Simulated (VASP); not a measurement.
# BN in VASP: a series of runs, part 2 of 2

VASP 6.6.1. The steps go on from the part before.

### Step 4. Single point, PBE (uniaxial strain along a: +4.0 %)

INCAR reads:

```
ALGO     = Normal         # electronic algorithm
EDIFF    = 1E-6           # SCF threshold, eV
ENCUT    = 520            # plane-wave cutoff, eV
GGA      = PE             # functional
ISIF     = 2              # what is computed and relaxed
ISMEAR   = 0              # smearing method
LASPH    = T              # aspherical terms in the spheres
LCHARG   = T              # write CHGCAR
LELF     = T              # ELF
LREAL    = F              # projectors in reciprocal space
LVHAR    = T            
LWAVE    = F              # write WAVECAR
NBANDS   = 16             # bands
NELM     = 100            # most SCF steps
PREC     = Accurate       # precision mode
SIGMA    = 0.02           # smearing width, eV
```

KPOINTS reads:

```
k-points
0
Gamma
  12 12 4
```

POSCAR reads:

```
BN
1.0
    2.6126684052      0.0000000000      0.0000000000
   -1.3063342026      2.1538565755      0.0000000000
    0.0000000000      0.0000000000      8.2597269659
B N
2 2
Direct
    0.3369367028      0.6740127951      0.2500000000
    0.6630632972      0.3259872049      0.7500000000
    0.3282272056      0.6562543887      0.7500000000
    0.6717727944      0.3437456113      0.2500000000
```

Potentials or basis: VASP PAW PBE potentials, release 64 (B, N).

Command:

```console
$ cat potpaw_PBE.64/B/POTCAR potpaw_PBE.64/N/POTCAR > POTCAR
$ mpirun -np 1 vasp_std > vasp.out
```

OUTCAR:

```text
EDIFF = 1E-6
   ENCUT = 520
   GGA = PE
   ISIF = 2
   ISMEAR = 0
   LASPH = T
   LREAL = F
   NELM = 100
   PREC = Accurate

 ion  position               nearest neighbor table
   1  0.337  0.674  0.250-   4 1.44   4 1.49   4 1.49
   2  0.663  0.326  0.750-   3 1.44   3 1.49   3 1.49
   3  0.328  0.656  0.750-   2 1.44   2 1.49   2 1.49
   4  0.672  0.344  0.250-   1 1.44   1 1.49   1 1.49

  Warning from LATTYP: Monoclinic adjustment (A1->A3, A2->A1, A3->A2)!
  LATTYP: Found a base centered orthorhombic cell.
 ALAT       =     2.6126684052
 B/A-ratio  =     1.6487791342
 C/A-ratio  =     3.1614141884

  Lattice vectors:

 A1 = (   1.3063342026,  -2.1538565755,   0.0000000000)
 A2 = (   1.3063342026,   2.1538565755,   0.0000000000)
 A3 = (   0.0000000000,   0.0000000000,   8.2597269659)

Analysis of symmetry for initial positions (statically):
=====================================================================
 Subroutine PRICEL returns:
 Original cell was already a primitive cell.

 Routine SETGRP: Setting up the symmetry group for a
 base centered orthorhombic supercell.

 Subroutine GETGRP returns: Found  4 space group operations
 (whereof  2 operations were pure point group operations)
 out of a pool of  8 trial point group operations.

The static configuration has the point symmetry S_2 .
 The point group associated with its full space group is C_2h.

Analysis of symmetry for dynamics (positions and initial velocities):
=====================================================================
 Subroutine PRICEL returns:
 Original cell was already a primitive cell.

 Routine SETGRP: Setting up the symmetry group for a
 base centered orthorhombic supercell.

 Subroutine GETGRP returns: Found  4 space group operations
 (whereof  2 operations were pure point group operations)
 out of a pool of  8 trial point group operations.

The dynamic configuration has the point symmetry S_2 .
 The point group associated with its full space group is C_2h.

 Subroutine INISYM returns: Found  4 space group operations
 (whereof  2 operations are pure point group operations),
 and found     1 'primitive' translations

----------------------------------------------------------------------------------------

                                     Primitive cell

  volume of cell :      46.4801

  direct lattice vectors                    reciprocal lattice vectors
     2.612668405  0.000000000  0.000000000     0.382750447  0.232141734  0.000000000
    -1.306334203  2.153856575  0.000000000     0.000000000  0.464283468  0.000000000
     0.000000000  0.000000000  8.259726966     0.000000000  0.000000000  0.121069377

  length of vectors
     2.612668405  2.519048867  8.259726966     0.447646835  0.464283468  0.121069377

  position of ions in fractional coordinates (direct lattice)
     0.336936703  0.674012795  0.250000000
     0.663063297  0.325987205  0.750000000
     0.328227206  0.656254389  0.750000000
     0.671772794  0.343745611  0.250000000

  ion indices of the primitive-cell ions
   primitive index   ion index
                 1           1
                 2           2
                 3           3
                 4           4

----------------------------------------------------------------------------------------

 KPOINTS: k-points

Automatic generation of k-mesh.
 Grid dimensions read from file:
 generate k-points for:   12   12    4

 Generating k-lattice:

  Cartesian coordinates                     Fractional coordinates (reciprocal lattice)
     0.031895871  0.019345144  0.000000000     0.083333333 -0.000000000  0.000000000
     0.000000000  0.038690289  0.000000000     0.000000000  0.083333333  0.000000000
     0.000000000  0.000000000  0.030267344     0.000000000  0.000000000  0.250000000

  Length of vectors
     0.037303903  0.038690289  0.030267344

  Shift w.r.t. Gamma in fractional coordinates (k-lattice)
     0.000000000  0.000000000  0.000000000

 Subroutine IBZKPT returns following result:
 ===========================================

 Found    222 irreducible k-points:

 Following reciprocal coordinates:
            Coordinates               Weight
  0.000000  0.000000  0.000000      1.000000
  0.083333  0.000000  0.000000      2.000000
  0.083333 -0.083333  0.000000      2.000000
  0.166667 -0.000000  0.000000      2.000000
  0.166667 -0.166667  0.000000      2.000000
  0.250000  0.000000  0.000000      2.000000
[... 16 lines left out ...]
  0.416667  0.083333  0.000000      2.000000
  0.416667  0.500000  0.000000      2.000000
 [... further k-points ...]
   k-points           NKPTS =    222   k-points in BZ     NKDIM =    222   number of bands    NBANDS=     16
   number of dos      NEDOS =    301   number of ions     NIONS =      4
   total plane-waves  NPLWV =  25600
   dimension x,y,z NGX =    20 NGY =   20 NGZ =   64
   dimension x,y,z NGXF=    40 NGYF=   40 NGZF=  128
   ions per type =               2   2
   NGX,Y,Z   is equivalent  to a cutoff of  12.73, 13.20, 12.88 a.u.
   NGXF,Y,Z  is equivalent  to a cutoff of  25.45, 26.40, 25.76 a.u.
 SYSTEM =  unknown system
   PREC   = accura    normal or accurate (medium, high low for compatibility)
   ISTART =      0    job   : 0-new  1-cont  2-samecut
   ICHARG =      2    charge: 1-file 2-atom 10-const
   ISPIN  =      1    spin polarized calculation?
   LNONCOLLINEAR =      F non collinear calculations
   LSORBIT =      F    spin-orbit coupling
   LASPH  =      T    aspherical Exc in radial PAW
   ENCUT  =  520.0 eV  38.22 Ry    6.18 a.u.   4.86  4.68 15.36*2*pi/ulx,y,z
   NELM   =    100;   NELMIN=  2; NELMDL= -5     # of ELM steps
   EDIFF  = 0.1E-05   stopping-criterion for ELM
   LREAL  =      F    real-space projection
[... 7 lines left out ...]
   TEBEG  =    0.0;   TEEND  =   0.0 temperature during run
   PSTRESS=    0.0 pullay stress
   NELECT =      16.0000    total number of electrons
   NUPDOWN=      -1.0000    fix difference up-down
   EMIN   =  10.00;   EMAX   =-10.00  energy-range for DOS
   EFERMI =   0.00;   METHOD = LEGACY
   ISMEAR =     0;   SIGMA  =   0.02  broadening in eV -4-tet -1-fermi 0-gaus
   EFERMI_NEDOS =   21; number of points for ismear=-14 and -15
   IALGO  =     38    algorithm
   IMIX   =      4    mixing-type and parameters
     AMIX     =   0.40;   BMIX     =  1.00
     AMIX_MAG =   1.60;   BMIX_MAG =  1.00
  volume/ion in A,a.u.               =      11.62        78.42
  Fermi-wavevector in a.u.,A,eV,Ry     =   1.147341  2.168160 17.910597  1.316392
  Thomas-Fermi vector in A             =   2.284021
   LORBIT       =      0    0 simple, 1 ext, 2 COOP (PROOUT), +10 PAW based schemes
   GGA     = PE    functional components
   LHFCALC =     F    Hartree Fock is set to
   AEXX    =    0.0000 exact exchange contribution
   IVDW    =     0    specifies the selected vdW correction
   LEPSILON=     F    determine dielectric tensor
   LRPA    =     F    only Hartree local field effects (RPA)
 non-spin polarized calculation
 Gauss-broadening in eV      SIGMA  =   0.02
  energy-cutoff  :      520.00
  volume of cell :       46.48
 maximum number of plane-waves:      1269
   NGX =  9   NGY =  9   NGZ = 31

 number of electron      15.9999998 magnetization

 Free energy of the ion-electron system (eV)
  ---------------------------------------------------
  ext. energy  EPLUGINS =         0.00000000
  ---------------------------------------------------
  free energy    TOTEN  =       -35.06714462 eV

  energy without entropy =      -35.06714462  energy(sigma->0) =      -35.06714462

 E-fermi :   0.7054     XC(G=0):  -8.5702

 val. band max:        0.5156616371   @ k =   0.3333   0.3333   0.0000
 cond. band min:       4.9190936478   @ k =   0.5000   0.5000   0.0000
 fundamental gap:      4.4034320107
 Fermi energy:         0.7053678449

 k-point     1 :       0.0000    0.0000    0.0000
  band No.  band energies     occupation
      1     -16.8693      2.00000
      2     -16.8234      2.00000
      3      -4.7856      2.00000
      4      -4.1278      2.00000
      5      -1.0270      2.00000
      6      -1.0230      2.00000
[... 433 lines left out ...]
      3      -8.0342      2.00000
      4      -8.0217      2.00000
      5      -3.6335      2.00000
      6      -3.6261      2.00000
[... 8 lines left out ...]
     15      13.9829      0.00000
     16      15.9462      0.00000

 [... further k-points ...]

------------------------ aborting loop because EDIFF is reached ----------------------------------------

  FORCE on cell =-STRESS in cart. coord.  units (eV):
  Direction    XX          YY          ZZ          XY          YZ          ZX
  --------------------------------------------------------------------------------------
  -------------------------------------------------------------------------------------
  Total       -7.0293088      0.5082414     -0.0137484     -0.0009943      0.0000000      0.0000000
  in kB     -242.3016864     17.5191830     -0.4739087     -0.0342725      0.0000000      0.0000000
  external PRESSURE =     -75.0854707 kB  Pullay stress =       0.0000000 kB

 VOLUME and BASIS-vectors are now :
 -----------------------------------------------------------------------------
  energy-cutoff  :      520.00
  volume of cell :       46.48
      direct lattice vectors                 reciprocal lattice vectors
     2.612668405  0.000000000  0.000000000     0.382750447  0.232141734  0.000000000
    -1.306334203  2.153856575  0.000000000     0.000000000  0.464283468  0.000000000
     0.000000000  0.000000000  8.259726966     0.000000000  0.000000000  0.121069377

 POSITION                                       TOTAL-FORCE (eV/Angst)
 -----------------------------------------------------------------------------------
     -0.00018      1.45173      2.06493        -0.002598     -0.233899      0.000000
      1.30652      0.70213      6.19480         0.002598      0.233899      0.000000
      0.00026      1.41348      6.19480        -0.002595     -0.234657     -0.000000
      1.30607      0.74038      2.06493         0.002595      0.234657      0.000000
 -----------------------------------------------------------------------------------
    total drift:                                0.000000      0.000000      0.000000

  FREE ENERGIE OF THE ION-ELECTRON SYSTEM (eV)
  ---------------------------------------------------
  free  energy   TOTEN  =       -35.0671446210 eV

  energy  without entropy=      -35.0671446210  energy(sigma->0) =      -35.06714462
```

Wall time 55 s (1 thread of AMD EPYC 9R45 (Zen 5), shared host); peak memory 0.23 GiB.

What came out:

```yaml
Free_energy: -35.0671 eV
Pressure: -7.5 GPa
Largest_force: 0.235 eV/Å
Band_gap_on_the_k_mesh: 4.40 eV, indirect (least direct gap 4.56 eV)
```

Forces on the atoms (eV/Å):
```
B   -0.003 -0.234  0.000
B    0.003  0.234  0.000
N   -0.003 -0.235  0.000
N    0.003  0.235  0.000
```

Stress tensor (GPa, compression positive):
```
-24.23   0.00   0.00
  0.00   1.75   0.00
  0.00   0.00  -0.05
```

Levels at points of the mesh, in eV from the valence-band top:
```
           k point  band 5  band 6  band 7  band 8  band 9  band 10  band 11  band 12
(0.00, 0.00, 0.00)   -1.54   -1.54   -1.25   -1.24    4.42     7.86     9.52    10.75
(0.50, 0.00, 0.00)   -3.80   -3.79   -1.12   -0.86    4.40     4.88     9.37     9.90
(0.50, 0.50, 0.00)   -3.79   -3.79   -1.12   -0.86    4.40     4.88     9.37     9.90
(0.00, 0.50, 0.00)   -4.53   -4.52   -0.72   -0.48    4.62     5.02     8.23     8.43
(0.00, 0.00, 0.50)   -1.54   -1.54   -1.25   -1.25    5.73     5.73    10.73    10.73
(0.50, 0.00, 0.50)   -3.79   -3.79   -0.99   -0.99    4.61     4.61     9.70     9.70
(0.50, 0.50, 0.50)   -3.79   -3.79   -0.99   -0.99    4.61     4.61     9.70     9.70
(0.00, 0.50, 0.50)   -4.53   -4.53   -0.60   -0.60    4.79     4.79     8.35     8.35
```

Caveat: the cell differs from its parent crystal (uniaxial strain along a: +4.0 %). A k mesh can miss the band edges.

### Step 5. Single point, PBE (uniaxial strain along a: +6.0 %)

INCAR reads:

```
SYSTEM = BN
ALGO     = Normal         ! electronic algorithm
EDIFF    = 1E-6           ! SCF threshold, eV
ENCUT    = 520            ! plane-wave cutoff, eV
GGA      = PE             ! functional
ISIF     = 2              ! what is computed and relaxed
ISMEAR   = 0              ! smearing method
LASPH    = .TRUE.         ! aspherical terms in the spheres
LCHARG   = .FALSE.        ! write CHGCAR
LREAL    = .FALSE.        ! projectors in reciprocal space
LWAVE    = .FALSE.        ! write WAVECAR
NBANDS   = 16             ! bands
NELM     = 80             ! most SCF steps
PREC     = Accurate       ! precision mode
SIGMA    = 0.02           ! smearing width, eV
```

KPOINTS reads:

```
k-points
0
G
  12 12 4
  0 0 0
```

POSCAR reads:

```
BN
1.0
    2.6629120284      0.0000000000      0.0000000000
   -1.3314560142      2.1429785120      0.0000000000
    0.0000000000      0.0000000000      8.2180111731
B N
2 2
Direct
    0.3431097332      0.6865839670      0.2500000000
    0.6568902668      0.3134160330      0.7500000000
    0.3207837972      0.6410946717      0.7500000000
    0.6792162028      0.3589053283      0.2500000000
```

Potentials or basis: VASP PAW PBE potentials, release 64 (B, N).

Command:

```console
$ cat potpaw_PBE.64/B/POTCAR potpaw_PBE.64/N/POTCAR > POTCAR
$ mpirun -np 1 vasp_std > vasp.out
```

OUTCAR:

```text
SYSTEM = BN
   EDIFF = 1E-6
   ENCUT = 520
   GGA = PE
   ISIF = 2
   ISMEAR = 0
   LASPH = .TRUE.
   LREAL = .FALSE.
   NELM = 80
   PREC = Accurate

 ion  position               nearest neighbor table
   1  0.343  0.687  0.250-   4 1.44   4 1.51   4 1.51
   2  0.657  0.313  0.750-   3 1.44   3 1.51   3 1.51
   3  0.321  0.641  0.750-   2 1.44   2 1.51   2 1.51
   4  0.679  0.359  0.250-   1 1.44   1 1.51   1 1.51

  Warning from LATTYP: Monoclinic adjustment (A1->A3, A2->A1, A3->A2)!
[... 659 lines left out ...]
  Direction    XX          YY          ZZ          XY          YZ          ZX
  --------------------------------------------------------------------------------------
  -------------------------------------------------------------------------------------
  Total      -10.1144908      0.7078181     -0.0109293     -0.0010822      0.0000000      0.0000000
  in kB     -345.5518679     24.1819274     -0.3733889     -0.0369714      0.0000000      0.0000000
  external PRESSURE =    -107.2477765 kB  Pullay stress =       0.0000000 kB

 VOLUME and BASIS-vectors are now :
 -----------------------------------------------------------------------------
  energy-cutoff  :      520.00
  volume of cell :       46.90
      direct lattice vectors                 reciprocal lattice vectors
     2.662912028  0.000000000  0.000000000     0.375528740  0.233320118  0.000000000
    -1.331456014  2.142978512  0.000000000     0.000000000  0.466640237  0.000000000
     0.000000000  0.000000000  8.218011173     0.000000000  0.000000000  0.121683943

 POSITION                                       TOTAL-FORCE (eV/Angst)
 -----------------------------------------------------------------------------------
     -0.00049      1.47133      2.05450        -0.004252     -0.206912      0.000000
      1.33194      0.67164      6.16351         0.004252      0.206912      0.000000
      0.00063      1.37385      6.16351        -0.004265     -0.207416      0.000000
      1.33083      0.76913      2.05450         0.004265      0.207416     -0.000000
 -----------------------------------------------------------------------------------
    total drift:                                0.000000     -0.000000      0.000000

  FREE ENERGIE OF THE ION-ELECTRON SYSTEM (eV)
  ---------------------------------------------------
  free  energy   TOTEN  =       -34.9034220954 eV

  energy  without entropy=      -34.9034220954  energy(sigma->0) =      -34.90342210
```

OSZICAR:

```text
N       E                     dE             d eps       ncg     rms          rms(c)
DAV:   1     0.559731178253E+02    0.55973E+02   -0.75722E+03  7144   0.890E+02
DAV:   2    -0.339479612610E+02   -0.89921E+02   -0.80694E+02 10048   0.210E+02
DAV:   3    -0.381922313440E+02   -0.42443E+01   -0.42206E+01  9240   0.466E+01
DAV:   4    -0.382319277599E+02   -0.39696E-01   -0.39681E-01  9040   0.500E+00
DAV:   5    -0.382324672947E+02   -0.53953E-03   -0.53952E-03  9304   0.553E-01    0.107E+01
DAV:   6    -0.352321135611E+02    0.30004E+01   -0.54930E+00  9192   0.173E+01    0.473E+00
DAV:   7    -0.349948178224E+02    0.23730E+00   -0.50131E-01  9648   0.499E+00    0.303E+00
DAV:   8    -0.349057707651E+02    0.89047E-01   -0.27970E-01  9816   0.333E+00    0.507E-01
DAV:   9    -0.349015042884E+02    0.42665E-02   -0.18416E-02  7952   0.105E+00    0.195E-01
DAV:  10    -0.349031507327E+02   -0.16464E-02   -0.18376E-03  7752   0.328E-01    0.479E-02
DAV:  11    -0.349033667903E+02   -0.21606E-03   -0.14996E-04  9008   0.970E-02    0.300E-02
DAV:  12    -0.349034211964E+02   -0.54406E-04   -0.68269E-05  7608   0.582E-02    0.413E-03
DAV:  13    -0.349034220954E+02   -0.89904E-06   -0.16138E-06  9048   0.125E-02
   1 F= -.34903422E+02 E0= -.34903422E+02  d E =-.118916E-41
```

stdout:

```text
POSCAR found type information on POSCAR B N
 POSCAR found :  2 types and       4 ions
 scaLAPACK will be used
 LDA part: xc-table for (Slater+PW92), standard interpolation
 POSCAR, INCAR and KPOINTS ok, starting setup
 FFT: planning ... GRIDC
 FFT: planning ... GRID_SOFT
 FFT: planning ... GRID
 WAVECAR not read
 entering main loop
```

Wall time 53 s (1 thread of AMD EPYC 9R45 (Zen 5), shared host); peak memory 0.23 GiB.

Results:

```yaml
Free_energy: -34.9034 eV
Pressure: -10.7 GPa
Largest_force: 0.207 eV/Å
Band_gap_on_the_k_mesh: 4.33 eV, indirect (least direct gap 4.53 eV)
```

Forces in eV/Å, atoms in the order of the input:
```
B   -0.004 -0.207  0.000
B    0.004  0.207  0.000
N   -0.004 -0.207  0.000
N    0.004  0.207  0.000
```

Levels at points of the mesh, in eV from the valence-band top:
| k point | band 4 | band 5 | band 6 | band 7 | band 8 | band 9 | band 10 | band 11 | band 12 | band 13 |
| --- | --- | --- | --- | --- | --- | --- | --- | --- | --- | --- |
| (0.00, 0.00, 0.00) | -4.52 | -1.62 | -1.62 | -1.19 | -1.19 | 4.43 | 7.90 | 9.11 | 10.44 | 10.47 |
| (0.50, 0.00, 0.00) | -8.67 | -3.62 | -3.61 | -1.16 | -0.88 | 4.33 | 4.81 | 9.34 | 9.93 | 11.64 |
| (0.50, 0.50, 0.00) | -8.67 | -3.62 | -3.61 | -1.16 | -0.88 | 4.33 | 4.81 | 9.34 | 9.93 | 11.64 |
| (0.00, 0.50, 0.00) | -8.38 | -4.71 | -4.70 | -0.60 | -0.33 | 4.62 | 5.06 | 7.62 | 7.77 | 12.31 |
| (0.00, 0.00, 0.50) | -4.89 | -1.62 | -1.62 | -1.19 | -1.19 | 5.74 | 5.74 | 10.28 | 10.28 | 10.46 |
| (0.50, 0.00, 0.50) | -8.68 | -3.62 | -3.62 | -1.02 | -1.02 | 4.53 | 4.53 | 9.71 | 9.71 | 12.25 |
| (0.50, 0.50, 0.50) | -8.68 | -3.62 | -3.62 | -1.02 | -1.02 | 4.53 | 4.53 | 9.71 | 9.71 | 12.25 |
| (0.00, 0.50, 0.50) | -8.39 | -4.70 | -4.70 | -0.46 | -0.46 | 4.81 | 4.81 | 7.72 | 7.72 | 12.71 |

Caveat: the cell differs from its parent crystal (uniaxial strain along a: +6.0 %); this functional lacks dispersion, which binds the layers, so the pressure and a relaxed spacing across them are unreliable. A k mesh can miss the band edges.

### Step 6. The runs side by side

```csv
task,cell,cutoff (eV),gap on the mesh (eV),pressure (GPa),largest force (eV/Å)
relaxation of cell and atoms,"relaxed to 4 GPa from a = 2.444, b = 2.444, c = 7.073 Å, angles 90.0, 90.0, 120.0°, 4 atoms",600,4.20,4.0,-
single point,"a = 2.462, b = 2.508, c = 8.477 Å, angles 90.0, 90.0, 119.4°, 4 atoms",520,4.34,4.6,-
single point,"a = 2.613, b = 2.519, c = 8.260 Å, angles 90.0, 90.0, 121.2°, 4 atoms",520,4.40,-7.5,0.23
single point,"a = 2.663, b = 2.523, c = 8.218 Å, angles 90.0, 90.0, 121.9°, 4 atoms",520,4.33,-10.7,0.21
```

Alike in all rows: level PBE; potentials or basis VASP PAW PBE potentials, release 64 (B, N); no spin polarisation; k mesh 12 × 12 × 4; smearing gaussian 0.02 eV.

Caveats: this functional lacks dispersion, which binds the layers, so the pressure and a relaxed spacing across them are unreliable (some runs); the cell is relaxed towards a set pressure, so the enthalpy falls and the energy may rise (some runs).

Total energies depend on the potentials used, so only differences within one code and one set of settings carry meaning.
